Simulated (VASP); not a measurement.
A run of VASP 6.6.1 is set up as follows.

File POSCAR:

```
SnO
1.0
    3.8136952200      0.0000000000      0.0000000000
    0.0000000000      3.8136952200      0.0000000000
    0.0000000000      0.0000000000      4.8869133000
Sn O
2 2
Direct
    0.5000000000      0.0000000000      0.7646261400
    0.0000000000      0.5000000000      0.2353738600
    0.0000000000      0.0000000000      0.0000000000
    0.5000000000      0.5000000000      0.0000000000
```

INCAR.step1

```
SYSTEM = SnO
PREC = Accurate ; ENCUT = 520
EDIFF = 1E-5 ; ISMEAR = -1
SIGMA = 0.05 ; LREAL = .False.
LASPH = .True. ; NELM = 100
ALGO = Normal ; ISIF = 2
LWAVE = .True. ; LCHARG = .False.
GGA = PE ; NBANDS = 28
```

Contents of INCAR.step2:

```
SYSTEM = SnO
PREC = Accurate ; ENCUT = 520
EDIFF = 1E-6 ; ISMEAR = -1
SIGMA = 0.05 ; LREAL = .False.
LASPH = .True. ; NELM = 100
ALGO = Normal ; ISIF = 2
LWAVE = .False. ; LCHARG = .False.
GGA = PS ; LHFCALC = .True.
AEXX = 0.25 ; HFSCREEN = 0.207
PRECFOCK = Normal ; ISTART = 1
NBANDS = 28
```

Contents of KPOINTS:

```
regular mesh
0
Gamma
  4 4 3
  0 0 0
```

Potentials or basis: VASP PAW PBE potentials, release 64 (Sn_d, O).

Launch:

```sh
$ cat potpaw_PBE.64/Sn_d/POTCAR potpaw_PBE.64/O/POTCAR > POTCAR
$ cp INCAR.step1 INCAR
$ mpirun -np 1 vasp_std > vasp.out
$ cp INCAR.step2 INCAR
$ mpirun -np 1 vasp_std > vasp.out
```

(1) Estimate the band gap on the k mesh.

(2) Predict the pressure.

## Answers

(1) 0.52 eV (least direct gap 2.67 eV).

(2) -3.2 GPa.

Caveat: the k points lie up to 0.43 Å⁻¹ apart; the PAW data sets were made with another functional, which shifts forces and pressure a little; spin-orbit coupling is left out, which moves the levels of the heavy elements; an odd mesh through Γ misses points on the zone boundary, where band edges can lie.
